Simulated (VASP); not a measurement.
# Si3N4 (P6_3/m) in VASP: notebook

The runs below take Si3N4 through single point, with PBE.

All numbers are computed with VASP 6.6.1; they aren't measurements. Logs are shortened: lines on timing, memory, paths and dates and some standing lists are left out, and cuts for length are marked.

## (1) The cell of the first run

Symmetry: P6_3/m, No. 176, hexagonal system. Conventional cell: a = 7.492 Å, b = 7.492 Å, c = 2.863 Å, α = 90.00°, β = 90.00°, γ = 120.00°. Si (site symmetry m) has 4 N at 1.71 Å within 2.3 Å. Within 2.3 Å of N (site symmetry m) lie 3 Si at 1.71 Å. N (site symmetry -6) has 3 Si at 1.71 Å within 2.3 Å.

## (2) Single point, PBE (9.94 Å³/atom)

Contents of INCAR:

```
ALGO = Normal ; EDIFF = 1E-6
ENCUT = 520 ; GGA = PE
ISIF = 2 ; ISMEAR = -1
LASPH = T ; LCHARG = T
LELF = T ; LREAL = F
LVHAR = T ; LWAVE = F
NBANDS = 45 ; NELM = 60
PREC = Accurate ; SIGMA = 0.02
```

Contents of KPOINTS:

```
k-points
0
Gamma
  4 4 10
```

Contents of POSCAR:

```
Si3N4
1.0
    7.4923522818      0.0000000000      0.0000000000
   -3.7461761409      6.4885674101      0.0000000000
    0.0000000000      0.0000000000      2.8630749213
Si N
6 8
Direct
    0.7646297749      0.1710319781      0.3256310758
    0.5935977968      0.7646297749      0.8256310758
    0.8289680219      0.5935977968      0.3256310758
    0.2353702251      0.8289680219      0.8256310758
    0.4064022032      0.2353702251      0.3256310758
    0.1710319781      0.4064022032      0.8256310758
    0.0267374743      0.3290167071      0.3256319242
    0.6977207671      0.0267374743      0.8256319242
    0.6709832929      0.6977207671      0.3256319242
    0.9732625257      0.6709832929      0.8256319242
    0.3022792329      0.9732625257      0.3256319242
    0.3290167071      0.3022792329      0.8256319242
    0.3333333333      0.6666666667     -0.1743889997
    0.6666666667      0.3333333333      0.3256110003
```

Potentials or basis: VASP PAW PBE potentials, release 64 (Si, N).

Run with:

```
$ cat potpaw_PBE.64/Si/POTCAR potpaw_PBE.64/N/POTCAR > POTCAR
$ mpirun -np 1 vasp_std > vasp.out
```

OUTCAR:

```text
EDIFF = 1E-6
   ENCUT = 520
   GGA = PE
   ISIF = 2
   ISMEAR = -1
   LASPH = T
   LREAL = F
   NELM = 60
   PREC = Accurate

 ion  position               nearest neighbor table
   1  0.765  0.171  0.326-  14 1.71   8 1.71   8 1.71   7 1.71   3 2.95   5 2.95   2 3.01   2 3.01
                             6 3.01   6 3.01
   2  0.594  0.765  0.826-  13 1.71   9 1.71   9 1.71   8 1.71   6 2.95   4 2.95   1 3.01   1 3.01
                             3 3.01   3 3.01
   3  0.829  0.594  0.326-  14 1.71  10 1.71  10 1.71   9 1.71   1 2.95   5 2.95   4 3.01   4 3.01
                             2 3.01   2 3.01
   4  0.235  0.829  0.826-  13 1.71  11 1.71  11 1.71  10 1.71   6 2.95   2 2.95   5 3.01   5 3.01
                             3 3.01   3 3.01
   5  0.406  0.235  0.326-  14 1.71  12 1.71  12 1.71  11 1.71   3 2.95   1 2.95   4 3.01   4 3.01
                             6 3.01   6 3.01
   6  0.171  0.406  0.826-  13 1.71   7 1.71   7 1.71  12 1.71   4 2.95   2 2.95   1 3.01   1 3.01
                             5 3.01   5 3.01
   7  0.027  0.329  0.326-   6 1.71   6 1.71   1 1.71
   8  0.698  0.027  0.826-   1 1.71   1 1.71   2 1.71
   9  0.671  0.698  0.326-   2 1.71   2 1.71   3 1.71
  10  0.973  0.671  0.826-   3 1.71   3 1.71   4 1.71
  11  0.302  0.973  0.326-   4 1.71   4 1.71   5 1.71
  12  0.329  0.302  0.826-   5 1.71   5 1.71   6 1.71
  13  0.333  0.667  0.826-   4 1.71   6 1.71   2 1.71
  14  0.667  0.333  0.326-   1 1.71   3 1.71   5 1.71

  LATTYP: Found a hexagonal cell.
 ALAT       =     7.4923522818
 C/A-ratio  =     0.3821329822

  Lattice vectors:

 A1 = (   7.4923522818,   0.0000000000,   0.0000000000)
 A2 = (  -3.7461761409,   6.4885674101,   0.0000000000)
 A3 = (   0.0000000000,   0.0000000000,   2.8630749213)

Analysis of symmetry for initial positions (statically):
=====================================================================
 Subroutine PRICEL returns:
 Original cell was already a primitive cell.

 Routine SETGRP: Setting up the symmetry group for a
 hexagonal supercell.

 Subroutine GETGRP returns: Found  6 space group operations
 (whereof  3 operations were pure point group operations)
 out of a pool of 24 trial point group operations.

The static configuration has the point symmetry C_3 .
 The point group associated with its full space group is C_6 .

Analysis of symmetry for dynamics (positions and initial velocities):
=====================================================================
 Subroutine PRICEL returns:
 Original cell was already a primitive cell.

 Routine SETGRP: Setting up the symmetry group for a
 hexagonal supercell.

 Subroutine GETGRP returns: Found  6 space group operations
 (whereof  3 operations were pure point group operations)
 out of a pool of 24 trial point group operations.

The dynamic configuration has the point symmetry C_3 .
 The point group associated with its full space group is C_6 .

 Subroutine INISYM returns: Found  6 space group operations
 (whereof  3 operations are pure point group operations),
 and found     1 'primitive' translations

----------------------------------------------------------------------------------------

                                     Primitive cell

  volume of cell :     139.1873

  direct lattice vectors                    reciprocal lattice vectors
     7.492352282  0.000000000  0.000000000     0.133469432  0.077058612  0.000000000
    -3.746176141  6.488567410  0.000000000     0.000000000  0.154117224  0.000000000
     0.000000000  0.000000000  2.863074921     0.000000000  0.000000000  0.349274828

  length of vectors
     7.492352282  7.492352282  2.863074921     0.154117224  0.154117224  0.349274828

  position of ions in fractional coordinates (direct lattice)
     0.764629775  0.171031978  0.325631076
     0.593597797  0.764629775  0.825631076
     0.828968022  0.593597797  0.325631076
     0.235370225  0.828968022  0.825631076
     0.406402203  0.235370225  0.325631076
     0.171031978  0.406402203  0.825631076
     0.026737474  0.329016707  0.325631924
     0.697720767  0.026737474  0.825631924
     0.670983293  0.697720767  0.325631924
     0.973262526  0.670983293  0.825631924
     0.302279233  0.973262526  0.325631924
     0.329016707  0.302279233  0.825631924
     0.333333333  0.666666667  0.825611000
     0.666666667  0.333333333  0.325611000

  ion indices of the primitive-cell ions
   primitive index   ion index
                 1           1
                 2           2
                 3           3
                 4           4
                 5           5
                 6           6
                 7           7
                 8           8
                 9           9
                10          10
                11          11
                12          12
                13          13
                14          14

----------------------------------------------------------------------------------------

 KPOINTS: k-points

Automatic generation of k-mesh.
 Grid dimensions read from file:
 generate k-points for:    4    4   10

 Generating k-lattice:

  Cartesian coordinates                     Fractional coordinates (reciprocal lattice)
     0.033367358  0.019264653  0.000000000     0.250000000  0.000000000  0.000000000
     0.000000000  0.038529306  0.000000000     0.000000000  0.250000000  0.000000000
     0.000000000  0.000000000  0.034927483     0.000000000  0.000000000  0.100000000

  Length of vectors
     0.038529306  0.038529306  0.034927483

  Shift w.r.t. Gamma in fractional coordinates (k-lattice)
     0.000000000  0.000000000  0.000000000

 Subroutine IBZKPT returns following result:
 ===========================================

 Found     24 irreducible k-points:

 Following reciprocal coordinates:
            Coordinates               Weight
  0.000000  0.000000  0.000000      1.000000
  0.250000 -0.000000  0.000000      6.000000
  0.500000 -0.000000  0.000000      3.000000
  0.250000  0.250000  0.000000      6.000000
  0.000000  0.000000  0.100000      2.000000
  0.250000 -0.000000  0.100000     12.000000
[... 16 lines left out ...]
  0.500000 -0.000000  0.500000      3.000000
  0.250000  0.250000  0.500000      6.000000
   k-points           NKPTS =     24   k-points in BZ     NKDIM =     24   number of bands    NBANDS=     45
   number of dos      NEDOS =    301   number of ions     NIONS =     14
   total plane-waves  NPLWV =  75264
   dimension x,y,z NGX =    56 NGY =   56 NGZ =   24
   dimension x,y,z NGXF=   112 NGYF=  112 NGZF=   48
   ions per type =               6   8
   NGX,Y,Z   is equivalent  to a cutoff of  12.43, 12.43, 13.94 a.u.
   NGXF,Y,Z  is equivalent  to a cutoff of  24.85, 24.85, 27.87 a.u.
 SYSTEM =  unknown system
   PREC   = accura    normal or accurate (medium, high low for compatibility)
   ISTART =      0    job   : 0-new  1-cont  2-samecut
   ICHARG =      2    charge: 1-file 2-atom 10-const
   ISPIN  =      1    spin polarized calculation?
   LNONCOLLINEAR =      F non collinear calculations
   LSORBIT =      F    spin-orbit coupling
   LASPH  =      T    aspherical Exc in radial PAW
   ENCUT  =  520.0 eV  38.22 Ry    6.18 a.u.  13.93 13.93  5.32*2*pi/ulx,y,z
   NELM   =     60;   NELMIN=  2; NELMDL= -5     # of ELM steps
   EDIFF  = 0.1E-05   stopping-criterion for ELM
   LREAL  =      F    real-space projection
   EDIFFG = 0.1E-04   stopping-criterion for IOM
   NSW    =      0    number of steps for IOM
   IBRION =     -1    ionic relax: 0-MD 1-quasi-New 2-CG
   NFREE  =      0    steps in history (QN), initial steepest desc. (CG)
   ISIF   =      2    stress and relaxation
   ISYM   =      2    0-nonsym 1-usesym 2-fastsym
   POTIM  = 0.5000    time-step for ionic-motion
   TEBEG  =    0.0;   TEEND  =   0.0 temperature during run
   PSTRESS=    0.0 pullay stress
   NELECT =      64.0000    total number of electrons
   NUPDOWN=      -1.0000    fix difference up-down
   EMIN   =  10.00;   EMAX   =-10.00  energy-range for DOS
   EFERMI =   0.00;   METHOD = LEGACY
   ISMEAR =    -1;   SIGMA  =   0.02  broadening in eV -4-tet -1-fermi 0-gaus
   EFERMI_NEDOS =   21; number of points for ismear=-14 and -15
   IALGO  =     38    algorithm
   IMIX   =      4    mixing-type and parameters
     AMIX     =   0.40;   BMIX     =  1.00
     AMIX_MAG =   1.60;   BMIX_MAG =  1.00
  volume/ion in A,a.u.               =       9.94        67.09
  Fermi-wavevector in a.u.,A,eV,Ry     =   1.263577  2.387814 21.723414  1.596626
  Thomas-Fermi vector in A             =   2.396926
   LORBIT       =      0    0 simple, 1 ext, 2 COOP (PROOUT), +10 PAW based schemes
   GGA     = PE    functional components
[... 5 lines left out ...]
 non-spin polarized calculation
  energy-cutoff  :      520.00
  volume of cell :      139.19
 maximum number of plane-waves:      3778
 NGX is ok and might be reduce to    56
   NGX = 27   NGY = 27   NGZ = 11

 number of electron      64.0000011 magnetization

 Free energy of the ion-electron system (eV)
  ---------------------------------------------------
  ext. energy  EPLUGINS =         0.00000000
  ---------------------------------------------------
  free energy    TOTEN  =      -114.04552106 eV

  energy without entropy =     -114.04552106  energy(sigma->0) =     -114.04552106

 E-fermi :   7.6987     XC(G=0): -11.0116

 val. band max:        7.2394353501   @ k =   0.0000   0.0000   0.2000
 cond. band min:      11.7509880736   @ k =   0.0000   0.0000   0.0000
 fundamental gap:      4.5115527234
 Fermi energy:         7.6987460056

 k-point     1 :       0.0000    0.0000    0.0000
  band No.  band energies     occupation
      1     -11.3073      2.00000
      2      -9.7497      2.00000
      3      -9.7497      2.00000
      4      -9.0804      2.00000
      5      -8.9856      2.00000
      6      -8.9856      2.00000
[... 1117 lines left out ...]
     43      15.0517      0.00000
     44      15.0517      0.00000
 [bands above 44 left out]

------------------------ aborting loop because EDIFF is reached ----------------------------------------

  FORCE on cell =-STRESS in cart. coord.  units (eV):
  Direction    XX          YY          ZZ          XY          YZ          ZX
  --------------------------------------------------------------------------------------
  -------------------------------------------------------------------------------------
  Total       15.0041711     15.0041711     15.6308353     -0.0000000      0.0000000      0.0000000
  in kB      172.7121403    172.7121403    179.9256361     -0.0000002      0.0000000      0.0000000
  external PRESSURE =     175.1166389 kB  Pullay stress =       0.0000000 kB

 VOLUME and BASIS-vectors are now :
 -----------------------------------------------------------------------------
  energy-cutoff  :      520.00
  volume of cell :      139.19
      direct lattice vectors                 reciprocal lattice vectors
     7.492352282  0.000000000  0.000000000     0.133469432  0.077058612  0.000000000
    -3.746176141  6.488567410  0.000000000     0.000000000  0.154117224  0.000000000
     0.000000000  0.000000000  2.863074921     0.000000000  0.000000000  0.349274828

 POSITION                                       TOTAL-FORCE (eV/Angst)
 -----------------------------------------------------------------------------------
      5.08816      1.10975      0.93231        -0.003850     -0.012233      0.000005
      1.58301      4.96135      2.36384         0.008669     -0.009451      0.000005
      3.98720      3.85160      0.93231         0.012519      0.002782      0.000005
     -1.34198      5.37881      2.36384         0.003850      0.012233      0.000005
      2.16317      1.52722      0.93231        -0.008669      0.009451      0.000005
     -0.24102      2.63697      2.36384        -0.012519     -0.002782      0.000005
     -1.03223      2.13485      0.93231         0.016662      0.003723     -0.000093
      5.12741      0.17349      2.36385         0.005107      0.016291     -0.000093
      2.41346      4.52721      0.93231        -0.011555      0.012568     -0.000093
      4.77840      4.35372      2.36385        -0.016662     -0.003723     -0.000093
     -1.38123      6.31508      0.93231        -0.005107     -0.016291     -0.000093
      1.33272      1.96136      2.36385         0.011555     -0.012568     -0.000093
     -0.00000      4.32571      2.36379        -0.000000     -0.000000      0.000264
      3.74618      2.16286      0.93225        -0.000000     -0.000000      0.000264
 -----------------------------------------------------------------------------------
    total drift:                                0.000000      0.000000     -0.000250

  FREE ENERGIE OF THE ION-ELECTRON SYSTEM (eV)
  ---------------------------------------------------
  free  energy   TOTEN  =      -114.0455210585 eV

  energy  without entropy=     -114.0455210585  energy(sigma->0) =     -114.04552106
```

It took 1.7 min on 1 thread of AMD EPYC 9R45 (Zen 5), shared host; peak memory 0.28 GiB.

What came out:

| Item | Value |
| --- | --- |
| Free energy | -114.0455 eV |
| Pressure | 17.5 GPa |
| Largest force | 0.017 eV/Å |
| Band gap on the k mesh | 4.51 eV (least direct gap 4.70 eV) |

Forces on the atoms (eV/Å):
```
Si  -0.004 -0.012  0.000
Si   0.009 -0.009  0.000
Si   0.013  0.003  0.000
Si   0.004  0.012  0.000
Si  -0.009  0.009  0.000
Si  -0.013 -0.003  0.000
N    0.017  0.004  0.000
N    0.005  0.016  0.000
N   -0.012  0.013  0.000
N   -0.017 -0.004  0.000
N   -0.005 -0.016  0.000
N    0.012 -0.013  0.000
N    0.000  0.000  0.000
N    0.000  0.000  0.000
```

Stress tensor (GPa, compression positive):
```
17.27  0.00  0.00
 0.00 17.27  0.00
 0.00  0.00 17.99
```

Levels at points of the mesh, in eV from the valence-band top:
```
           k point  band 28  band 29  band 30  band 31  band 32  band 33  band 34  band 35  band 36  band 37
(0.00, 0.00, 0.00)    -1.34    -1.34    -0.48    -0.36    -0.19     4.51     5.03     5.20     5.20     5.58
(0.50, 0.00, 0.00)    -1.72    -1.42    -0.78    -0.33    -0.25     4.90     4.97     5.10     5.58     6.03
(0.00, 0.00, 0.50)    -1.68    -1.68    -1.68    -1.46    -1.46     4.87     4.87     4.87     4.87     7.55
(0.50, 0.00, 0.50)    -1.97    -1.55    -1.55    -1.11    -1.11     5.01     5.01     6.05     6.05     6.42
```

Caveat: the cell stands under pressure.

## (3) Single point, PBE (z stretched by -3 %, then relaxed in part)

Contents of INCAR:

```
PREC = Accurate
ENCUT = 520
EDIFF = 1E-6
ISMEAR = -1
SIGMA = 0.02
LREAL = False
LASPH = True
NELM = 100
ALGO = Normal
ISIF = 2
LWAVE = False
LCHARG = True
GGA = PE
LELF = True
LVHAR = True
NBANDS = 45
```

Contents of KPOINTS:

```
Automatic mesh
0
Gamma
  4 4 10
```

Contents of POSCAR:

```
Si3N4
1.0
    7.5950000000      0.0000000000      0.0000000000
   -3.7975000000      6.5774629417      0.0000000000
    0.0000000000      0.0000000000      2.8152310000
Si N
6 8
Direct
    0.7656161617      0.1732011511      0.3256288529
    0.5924150107      0.7656161617      0.8256288529
    0.8267988489      0.5924150107      0.3256288529
    0.2343838383      0.8267988489      0.8256288529
    0.4075849893      0.2343838383      0.3256288529
    0.1732011511      0.4075849893      0.8256288529
    0.0259561686      0.3292745558      0.3256287734
    0.6966816128      0.0259561686      0.8256287734
    0.6707254442      0.6966816128      0.3256287734
    0.9740438314      0.6707254442      0.8256287734
    0.3033183872      0.9740438314      0.3256287734
    0.3292745558      0.3033183872      0.8256287734
    0.3333333333      0.6666666667     -0.1743728788
    0.6666666667      0.3333333333      0.3256271212
```

Potentials or basis: VASP PAW PBE potentials, release 64 (Si, N).

Run with:

```
$ cat potpaw_PBE.64/Si/POTCAR potpaw_PBE.64/N/POTCAR > POTCAR
$ mpirun -np 1 vasp_std > vasp.out
```

Run time: 99 s. Hardware: 1 thread of AMD EPYC 9R45 (Zen 5), shared host; peak memory 0.28 GiB.

The run converged. Its results:

```
Free energy            : -114.0610 eV
Pressure               : 14.9 GPa
Largest force          : 0.015 eV/Å
Band gap on the k mesh : 4.64 eV (least direct gap 4.96 eV)
```

Forces on the atoms (eV/Å):
```
Si   0.015 -0.003  0.000
Si   0.010  0.011  0.000
Si  -0.005  0.014  0.000
Si  -0.015  0.003  0.000
Si  -0.010 -0.011  0.000
Si   0.005 -0.014  0.000
N   -0.007  0.001  0.000
N   -0.004 -0.005  0.000
N    0.002 -0.006  0.000
N    0.007 -0.001  0.000
N    0.004  0.005  0.000
N   -0.002  0.006  0.000
N    0.000  0.000  0.000
N    0.000  0.000  0.000
```

Stress tensor (GPa, compression positive):
```
10.14  0.00  0.00
 0.00 10.14  0.00
 0.00  0.00 24.33
```

Levels at points of the mesh, in eV from the valence-band top:
```tsv
k point	band 29	band 30	band 31	band 32	band 33	band 34	band 35	band 36
(0.00, 0.00, 0.00)	-1.37	-0.41	-0.27	0.00	4.96	5.16	5.48	5.48
(0.50, 0.00, 0.00)	-1.43	-0.83	-0.14	-0.06	5.02	5.33	5.52	5.76
(0.00, 0.00, 0.50)	-1.63	-1.63	-1.45	-1.45	4.64	4.64	4.64	4.64
(0.50, 0.00, 0.50)	-1.52	-1.52	-1.11	-1.11	4.71	4.71	5.85	5.85
```

Caveat: the cell differs from its parent crystal (z stretched by -3 %, then relaxed in part); the cell stands under pressure. A k mesh can miss the band edges.
